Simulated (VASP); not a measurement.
# Si16HC16 (a cell with a defect) (H interstitial hop between voids) in VASP: notebook

Runs on Si16HC16 (a cell with a defect) (H interstitial hop between voids). Level: PBE. Tasks: single point.

Program: VASP 6.6.1. These are calculated values, not measurements. Logs are shortened: lines on timing, memory, paths and dates and some standing lists are left out, and cuts for length are marked.

**1. The cell of the first run**

The cell holds a defect, 33 atoms: a = 7.586 Å, b = 7.586 Å, c = 7.586 Å, α = 109.47°, β = 109.47°, γ = 109.47°.

**2. Single point, PBE**

Input file INCAR:

```
ALGO     = Normal         # electronic algorithm
EDIFF    = 1E-6           # SCF threshold, eV
ENCUT    = 520            # plane-wave cutoff, eV
GGA      = PE             # functional
GGA_COMPAT= F            
ISIF     = 2              # what is computed and relaxed
ISMEAR   = -1             # smearing method
LASPH    = T              # aspherical terms in the spheres
LCHARG   = F              # write CHGCAR
LREAL    = Auto         
LWAVE    = F              # write WAVECAR
NBANDS   = 86             # bands
NELECT   = 130.0        
NELM     = 120            # most SCF steps
PREC     = Accurate       # precision mode
SIGMA    = 0.01           # smearing width, eV
```

Input file KPOINTS:

```
k-points
0
Gamma
  1 1 1
```

Input file POSCAR:

```
Si16HC16
1.0
   -4.3797050000      4.3797050000     -4.3797050000
    4.3797050000      4.3797050000      4.3797050000
    4.3797050000     -4.3797050000     -4.3797050000
Si C H
16 16 1
Direct
   -0.0001881096     -0.0017131273      0.7480019568
   -0.0001973465      0.2473900543      0.4987977031
   -0.0001832900      0.4995927354      0.2443847308
   -0.0001880194      0.7437975987      0.0001846555
    0.2489255979      0.0009302343      0.5014733737
    0.2519949026      0.2504342789      0.2523399223
    0.2439534498      0.4995958844      0.0001801384
    0.2520145763      0.7517959154      0.7510296260
    0.5011482122      0.0009194085      0.2493222014
    0.4984604396      0.2474138680      0.0001688108
    0.4985048470      0.4996118595      0.7480024018
    0.5011431420      0.7487300604      0.5014881067
    0.7476275007     -0.0017431812      0.0001594088
    0.7555716842      0.2553620833      0.7559305410
    0.7476227699      0.4995905787      0.4988264252
    0.7506293214      0.7517375560      0.2523233373
   -0.0002213064     -0.0010458663      0.0001553641
   -0.0001960366      0.2447435452      0.7452709942
   -0.0002346208      0.4995878646      0.4994428709
   -0.0001828647      0.7544982262      0.2550119348
    0.2498107453     -0.0003806298      0.7501753318
    0.2498247354      0.2496340866      0.5002092275
    0.2547013875      0.4995660961      0.2550409799
    0.2546850071      0.7544498788      0.0001342409
    0.5004284939      0.0002279169      0.5007930181
    0.4997802198      0.2495531086      0.2501783326
    0.4992412335      0.4996147896      0.0002097892
    0.4997879231      0.7495667901      0.7501470360
    0.7497722807     -0.0004209701      0.2501795651
    0.7449514959      0.2447249842      0.0001715884
    0.7449781722      0.4995876059      0.7453048111
    0.7497954563      0.7496069303      0.5001657253
   -0.0001143491      0.4996442260      0.0002432408
```

Potentials or basis: VASP PAW PBE potentials, release 64 (Si, C, H).

Launch:

```bash
> cat potpaw_PBE.64/Si/POTCAR potpaw_PBE.64/C/POTCAR potpaw_PBE.64/H/POTCAR > POTCAR
> mpirun -np 1 vasp_gam > vasp.out
```

OUTCAR:

```text
EDIFF = 1E-6
   ENCUT = 520
   GGA = PE
   ISIF = 2
   ISMEAR = -1
   LASPH = T
   LREAL = Auto
   NELECT = 130.0
   NELM = 120
   PREC = Accurate

 ion  position               nearest neighbor table
   1  1.000  0.998  0.748-  18 1.88  21 1.89  32 1.89  17 1.91   5 3.07  16 3.07   2 3.09  10 3.09
                            12 3.09   8 3.09  15 3.09   7 3.11  14 3.11   6 3.12  13 3.12   4 3.14
   2  1.000  0.247  0.499-  18 1.88  22 1.89  29 1.89  19 1.91   5 3.07  16 3.07   1 3.09  13 3.09
                             6 3.09   9 3.09  11 3.09  14 3.11   7 3.11  15 3.12   8 3.12   3 3.14
   3  1.000  0.500  0.244-  33 1.85  30 1.91  23 1.91  20 1.91  19 1.93   7 3.02   4 3.03  14 3.03
                            12 3.11  16 3.11  13 3.11   6 3.11   5 3.11  10 3.11   2 3.14  15 3.14
   4  1.000  0.744  0.000-  33 1.85  20 1.91  31 1.91  24 1.91  17 1.94   7 3.02   3 3.03  14 3.03
                             5 3.11  11 3.11  16 3.11   9 3.11   8 3.11  15 3.11   6 3.14  13 3.14
   5  0.249  0.001  0.501-  20 1.88  22 1.89  21 1.89  25 1.91   2 3.07   1 3.07  16 3.09   6 3.09
                            11 3.09   8 3.09  10 3.09   4 3.11   3 3.11   9 3.12  12 3.12  14 3.14
   6  0.252  0.250  0.252-  23 1.88  26 1.89  22 1.89  17 1.91  15 3.07  11 3.07  12 3.09  10 3.09
                             5 3.09   2 3.09   9 3.09   7 3.11   3 3.11   1 3.12  13 3.12   4 3.14
   7  0.244  0.500  0.000-  33 1.85  23 1.91  24 1.91  18 1.91  27 1.94   3 3.02   4 3.02  14 3.02
                            12 3.11   1 3.11   6 3.11   9 3.11   8 3.11   2 3.11  16 3.14  10 3.14
   8  0.252  0.752  0.751-  24 1.88  28 1.89  21 1.89  19 1.91  13 3.07  10 3.07   9 3.09  12 3.09
                            11 3.09   5 3.09   1 3.09   7 3.11   4 3.11  15 3.12   2 3.12   3 3.14
   9  0.501  0.001  0.249-  24 1.88  29 1.89  26 1.89  25 1.91  13 3.07  10 3.07   8 3.09   2 3.09
[... 18 lines left out ...]
  20  1.000  0.754  0.255-   5 1.88  16 1.88   4 1.91   3 1.91
  21  0.250  1.000  0.750-  10 1.89   1 1.89   8 1.89   5 1.89
  22  0.250  0.250  0.500-   2 1.89  11 1.89   5 1.89   6 1.89
[... 9 lines left out ...]
  32  0.750  0.750  0.500-  12 1.89  16 1.89   1 1.89  15 1.89
  33  1.000  0.500  0.000-   7 1.85   3 1.85   4 1.85  14 1.85

  LATTYP: Found a body centered cubic cell.
 ALAT       =     8.7594100000

  Lattice vectors:

 A1 = (  -4.3797050000,   4.3797050000,  -4.3797050000)
 A2 = (   4.3797050000,   4.3797050000,   4.3797050000)
 A3 = (   4.3797050000,  -4.3797050000,  -4.3797050000)

Analysis of symmetry for initial positions (statically):
=====================================================================
 Subroutine PRICEL returns:
 Original cell was already a primitive cell.

 Routine SETGRP: Setting up the symmetry group for a
 body centered cubic supercell.

 Subroutine GETGRP returns: Found  1 space group operations
 (whereof  1 operations were pure point group operations)
 out of a pool of 48 trial point group operations.

The static configuration has the point symmetry C_1 .

Analysis of symmetry for dynamics (positions and initial velocities):
=====================================================================
 Subroutine PRICEL returns:
 Original cell was already a primitive cell.

 Routine SETGRP: Setting up the symmetry group for a
 body centered cubic supercell.

 Subroutine GETGRP returns: Found  1 space group operations
 (whereof  1 operations were pure point group operations)
 out of a pool of 48 trial point group operations.

The dynamic configuration has the point symmetry C_1 .

 Subroutine INISYM returns: Found  1 space group operations
 (whereof  1 operations are pure point group operations),
 and found     1 'primitive' translations

----------------------------------------------------------------------------------------

                                     Primitive cell

  volume of cell :     336.0428

  direct lattice vectors                    reciprocal lattice vectors
    -4.379705000  4.379705000 -4.379705000     0.000000000  0.114162940 -0.114162940
     4.379705000  4.379705000  4.379705000     0.114162940  0.114162940  0.000000000
     4.379705000 -4.379705000 -4.379705000     0.114162940  0.000000000 -0.114162940

  length of vectors
     7.585871582  7.585871582  7.585871582     0.161450778  0.161450778  0.161450778

  position of ions in fractional coordinates (direct lattice)
     0.999811890  0.998286873  0.748001957
     0.999802653  0.247390054  0.498797703
     0.999816710  0.499592735  0.244384731
     0.999811981  0.743797599  0.000184656
     0.248925598  0.000930234  0.501473374
     0.251994903  0.250434279  0.252339922
[... 25 lines left out ...]
     0.749795456  0.749606930  0.500165725
     0.999885651  0.499644226  0.000243241

  ion indices of the primitive-cell ions
   primitive index   ion index
                 1           1
                 2           2
                 3           3
                 4           4
                 5           5
                 6           6
[... 25 lines left out ...]
                32          32
                33          33

----------------------------------------------------------------------------------------

 KPOINTS: k-points

Automatic generation of k-mesh.
 Grid dimensions read from file:
 generate k-points for:    1    1    1

 Generating k-lattice:

  Cartesian coordinates                     Fractional coordinates (reciprocal lattice)
     0.000000000  0.114162940 -0.114162940     1.000000000  0.000000000  0.000000000
     0.114162940  0.114162940  0.000000000     0.000000000  1.000000000  0.000000000
     0.114162940  0.000000000 -0.114162940     0.000000000  0.000000000  1.000000000

  Length of vectors
     0.161450778  0.161450778  0.161450778

  Shift w.r.t. Gamma in fractional coordinates (k-lattice)
     0.000000000  0.000000000  0.000000000

 Subroutine IBZKPT returns following result:
 ===========================================

 Found      1 irreducible k-points:

 Following reciprocal coordinates:
            Coordinates               Weight
  0.000000  0.000000  0.000000      1.000000
   k-points           NKPTS =      1   k-points in BZ     NKDIM =      1   number of bands    NBANDS=     86
   number of dos      NEDOS =    301   number of ions     NIONS =     33
   total plane-waves  NPLWV = 175616
   dimension x,y,z NGX =    56 NGY =   56 NGZ =   56
   dimension x,y,z NGXF=   112 NGYF=  112 NGZF=  112
   ions per type =              16  16   1
   NGX,Y,Z   is equivalent  to a cutoff of  12.27, 12.27, 12.27 a.u.
   NGXF,Y,Z  is equivalent  to a cutoff of  24.55, 24.55, 24.55 a.u.
 SYSTEM =  unknown system
   PREC   = accura    normal or accurate (medium, high low for compatibility)
   ISTART =      0    job   : 0-new  1-cont  2-samecut
   ICHARG =      2    charge: 1-file 2-atom 10-const
   ISPIN  =      1    spin polarized calculation?
   LNONCOLLINEAR =      F non collinear calculations
   LSORBIT =      F    spin-orbit coupling
   LASPH  =      T    aspherical Exc in radial PAW
   ENCUT  =  520.0 eV  38.22 Ry    6.18 a.u.  14.10 14.10 14.10*2*pi/ulx,y,z
   NELM   =    120;   NELMIN=  2; NELMDL= -5     # of ELM steps
   EDIFF  = 0.1E-05   stopping-criterion for ELM
   LREAL  =      T    real-space projection
   EDIFFG = 0.1E-04   stopping-criterion for IOM
   NSW    =      0    number of steps for IOM
   IBRION =     -1    ionic relax: 0-MD 1-quasi-New 2-CG
   NFREE  =      0    steps in history (QN), initial steepest desc. (CG)
   ISIF   =      2    stress and relaxation
   ISYM   =      2    0-nonsym 1-usesym 2-fastsym
   POTIM  = 0.5000    time-step for ionic-motion
   TEBEG  =    0.0;   TEEND  =   0.0 temperature during run
   PSTRESS=    0.0 pullay stress
   NELECT =     130.0000    total number of electrons
   NUPDOWN=      -1.0000    fix difference up-down
   EMIN   =  10.00;   EMAX   =-10.00  energy-range for DOS
   EFERMI =   0.00;   METHOD = LEGACY
   ISMEAR =    -1;   SIGMA  =   0.01  broadening in eV -4-tet -1-fermi 0-gaus
   EFERMI_NEDOS =   21; number of points for ismear=-14 and -15
   IALGO  =     38    algorithm
   IMIX   =      4    mixing-type and parameters
     AMIX     =   0.40;   BMIX     =  1.00
     AMIX_MAG =   1.60;   BMIX_MAG =  1.00
  volume/ion in A,a.u.               =      10.18        68.72
  Fermi-wavevector in a.u.,A,eV,Ry     =   1.192864  2.254187 19.360078  1.422926
  Thomas-Fermi vector in A             =   2.328892
   LORBIT       =      0    0 simple, 1 ext, 2 COOP (PROOUT), +10 PAW based schemes
   GGA     = PE    functional components
   LHFCALC =     F    Hartree Fock is set to
   AEXX    =    0.0000 exact exchange contribution
   IVDW    =     0    specifies the selected vdW correction
   LEPSILON=     F    determine dielectric tensor
   LRPA    =     F    only Hartree local field effects (RPA)
 non-spin polarized calculation
  energy-cutoff  :      520.00
  volume of cell :      336.04
 maximum number of plane-waves:      4475
   NGX = 29   NGY = 29   NGZ = 29

 number of electron     129.9999994 magnetization

 Free energy of the ion-electron system (eV)
  ---------------------------------------------------
  ext. energy  EPLUGINS =         0.00000000
  ---------------------------------------------------
  free energy    TOTEN  =      -230.68151316 eV

  energy without entropy =     -230.68151316  energy(sigma->0) =     -230.68151316

 E-fermi :   8.3374     XC(G=0): -11.3465

 val. band max:        8.0431800802   @ k =   0.0000   0.0000   0.0000
 cond. band min:       9.3828830169   @ k =   0.0000   0.0000   0.0000
 fundamental gap:      1.3397029368
 Fermi energy:         8.3374197968

 k-point     1 :       0.0000    0.0000    0.0000
  band No.  band energies     occupation
      1      -7.3746      2.00000
      2      -4.7466      2.00000
      3      -4.4130      2.00000
      4      -4.4128      2.00000
      5      -4.3708      2.00000
      6      -4.3705      2.00000
[... 69 lines left out ...]
     76      13.4041      0.00000
     77      13.4216      0.00000
 [bands above 77 left out]

------------------------ aborting loop because EDIFF is reached ----------------------------------------

  FORCE on cell =-STRESS in cart. coord.  units (eV):
  Direction    XX          YY          ZZ          XY          YZ          ZX
  --------------------------------------------------------------------------------------
  -------------------------------------------------------------------------------------
  Total       15.3431130     15.3482897     15.3431360     -0.0012779      0.0028832     -0.0093701
  in kB       73.1525547     73.1772360     73.1526645     -0.0060927      0.0137462     -0.0446746
  external PRESSURE =      73.1608184 kB  Pullay stress =       0.0000000 kB

 VOLUME and BASIS-vectors are now :
 -----------------------------------------------------------------------------
  energy-cutoff  :      520.00
  volume of cell :      336.04
      direct lattice vectors                 reciprocal lattice vectors
    -4.379705000  4.379705000 -4.379705000     0.000000000  0.114162940 -0.114162940
     4.379705000  4.379705000  4.379705000     0.114162940  0.114162940  0.000000000
     4.379705000 -4.379705000 -4.379705000     0.114162940  0.000000000 -0.114162940

 POSITION                                       TOTAL-FORCE (eV/Angst)
 -----------------------------------------------------------------------------------
      3.26935      5.47506     -3.28271         0.005254      0.009048      0.010564
     -1.11076      3.27775     -5.47993         0.013684     -0.002427     -0.003427
     -1.12050      5.49664     -3.26117         0.011149     -0.005477     -0.006511
     -1.12046      7.63569     -1.12208         0.006364      0.017087      0.015221
      1.11016     -1.10201     -3.28245        -0.005995     -0.001805      0.003136
      1.09834      1.09532     -1.11201         0.008824      0.004652      0.008076
[... 25 lines left out ...]
      2.18975      4.37636     -2.19140        -0.001955     -0.003828     -0.006232
     -2.18984      6.56643     -2.19198        -0.001024      0.000845      0.002764
 -----------------------------------------------------------------------------------
    total drift:                               -0.007362     -0.068003     -0.035688

  FREE ENERGIE OF THE ION-ELECTRON SYSTEM (eV)
  ---------------------------------------------------
  free  energy   TOTEN  =      -230.6815131618 eV

  energy  without entropy=     -230.6815131618  energy(sigma->0) =     -230.68151316
```

Wall time 32 s (1 thread of AMD EPYC 9R45 (Zen 5), shared host); peak memory 0.35 GiB.

Results:

```
Free energy   : -230.6815 eV
Largest force : 0.033 eV/Å
```

Forces on the atoms (eV/Å):
```
Si   0.005  0.009  0.011
Si   0.014 -0.002 -0.003
Si   0.011 -0.005 -0.007
Si   0.006  0.017  0.015
Si  -0.006 -0.002  0.003
Si   0.009  0.005  0.008
Si  -0.018  0.020 -0.012
Si   0.004 -0.006  0.001
Si  -0.007 -0.006  0.011
Si  -0.007  0.014 -0.009
Si  -0.008  0.008 -0.007
Si  -0.004 -0.003  0.012
Si   0.009  0.008  0.009
Si  -0.010 -0.007  0.010
Si   0.007 -0.003 -0.004
Si  -0.003  0.013 -0.007
C    0.003  0.002 -0.001
C    0.029 -0.006 -0.004
C    0.006 -0.008 -0.013
C   -0.029 -0.008 -0.006
C   -0.002 -0.007 -0.002
C   -0.005 -0.003  0.000
C    0.003 -0.002  0.030
C    0.005 -0.032 -0.003
C   -0.005 -0.010  0.002
C   -0.001  0.001  0.000
C   -0.003 -0.004  0.003
C    0.001 -0.001 -0.003
C   -0.006  0.001 -0.003
C   -0.001  0.024  0.001
C    0.002 -0.003 -0.027
C   -0.002 -0.004 -0.006
H   -0.001  0.001  0.003
```

Caveat: the k points lie up to 1.01 Å⁻¹ apart; the cell carries a net charge on a neutralising background, which shifts energy and pressure; the cell is charged against a uniform background, so pressure and absolute levels hang on convention.

(Continued in part 2 of 2.)
